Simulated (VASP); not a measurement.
Here is a VASP 6.6.1 calculation.

File INCAR:

```
SYSTEM = Zn5O3
PREC = Accurate
ENCUT = 520
EDIFF = 1E-6
ISMEAR = 0
SIGMA = 0.2
LREAL = .False.
LASPH = .True.
NELM = 80
ALGO = Normal
ISIF = 2
LWAVE = .False.
LCHARG = .False.
GGA = PE
NBANDS = 49
```

KPOINTS

```
regular mesh
0
Gamma
  6 6 2
  0 0 0
```

The input POSCAR:

```
Zn5O3
1.0
    3.2233083517      0.0000000000      0.0000000000
   -1.6116541758      2.7914669168      0.0000000000
    0.0000000000      0.0000000000     12.0466461605
Zn O
5 3
Direct
    0.0000000000      0.0000000000      0.4336520755
    0.3333333333      0.6666666667      0.6636765994
    0.3333333333      0.6666666667      0.2098097782
    0.0000000000      0.0000000000     -0.0135513442
    0.6666666667      0.3333333333      0.8371631555
    0.3333333333      0.6666666667      0.3732165478
    0.0000000000      0.0000000000      0.5971902891
    0.0000000000      0.0000000000      0.1498428987
```

Potentials or basis: VASP PAW PBE potentials, release 64 (Zn, O).

Run with:

```console
$ cat potpaw_PBE.64/Zn/POTCAR potpaw_PBE.64/O/POTCAR > POTCAR
$ mpirun -np 1 vasp_std > vasp.out
```

(1) Predict the band gap on the k mesh.

(2) Estimate the pressure.

(3) Estimate the largest force.

## Answers

(1) zero (bands 39 and 40 overlap by 0.08 eV).

(2) 1.0 GPa.

(3) 0.060 eV/Å.

Caveat: the k points lie up to 0.38 Å⁻¹ apart; semilocal functionals underestimate gaps, so a narrow gap can read as zero.
